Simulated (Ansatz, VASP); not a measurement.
One calculation of BN, two programs

POSCAR

```
BN
1.0
    2.5539396017      0.0000000000      0.0000000000
   -1.2769698009      2.2117765748      0.0000000000
    0.0000000000      0.0000000000      4.2268550000
B N
2 2
Direct
    0.6666666667      0.3333333333      0.9997240000
    0.3333333333      0.6666666667      0.4997240000
    0.4904682947      0.3333333333      0.7317381332
    0.3333333333      0.6666666667      0.1252760000
```

Contents of INCAR.step1:

```
PREC = Accurate
ENCUT = 520
ISMEAR = 0
SIGMA = 0.05
LREAL = False
LASPH = True
NELM = 60
NBANDS = 16
GGA = PE
ALGO = Normal
EDIFF = 1E-4
LWAVE = True
LCHARG = False
```

The input INCAR.step2:

```
PREC = Accurate
ENCUT = 520
EDIFF = 1E-6
ISMEAR = 0
SIGMA = 0.05
LREAL = False
LASPH = True
NELM = 60
ALGO = Normal
ISIF = 2
LWAVE = False
LCHARG = True
METAGGA = R2SCAN
LMIXTAU = True
LELF = True
LVHAR = True
NBANDS = 16
ISTART = 1
```

Contents of KPOINTS:

```
Automatic mesh
0
Gamma
  12 12 6
```

Input for Ansatz:

```yaml
crystal:
  lattice:
    - [2.5539396017, 0.0, 0.0]
    - [-1.2769698009, 2.2117765748, 0.0]
    - [0.0, 0.0, 4.226855]
  atoms:
    - { symbol: B, position: [0.6666666667, 0.3333333333, 0.999724] }
    - { symbol: B, position: [0.3333333333, 0.6666666667, 0.499724] }
    - { symbol: "N", position: [0.4904682947, 0.3333333333, 0.7317381332] }
    - { symbol: "N", position: [0.3333333333, 0.6666666667, 0.125276] }
basis:
  ecutwfc: 500
kpoints:
  mp_grid: { grid: [12, 12, 6] }
hamiltonian:
  xc: r2scan
scf:
  occupations: { method: gaussian, width: 0.05 }
output:
  forces: true
  stress: true
  eigenvalues: true
```

Alike in both runs: task single point; functional r2SCAN; k mesh 12 × 12 × 6; occupations gaussian, width 0.05 eV; no spin polarisation.

```csv
,VASP,Ansatz
version,VASP 6.6.1,Ansatz 0.2.0
potentials or method,"VASP PAW PBE potentials, release 64 (B, N), cutoff 520 eV","scalar-relativistic, plane waves, PAW"
valence electrons in the cell,16,16
```

```tsv
	VASP	Ansatz	Ansatz less VASP
gap on the k mesh at the Fermi level (eV)	0.58	0.58	0.000
least direct gap on the mesh (eV)	3.42	3.41	-0.014
rms of the force components (eV/Å)	7.892	7.867	-0.0253
```

VASP's potentials were made for PBE, not for r2SCAN. Atom by atom the forces differ by 0.037 eV/Å (rms over components). With one functional, cell and mesh, what is left measures potentials, basis and numerics.
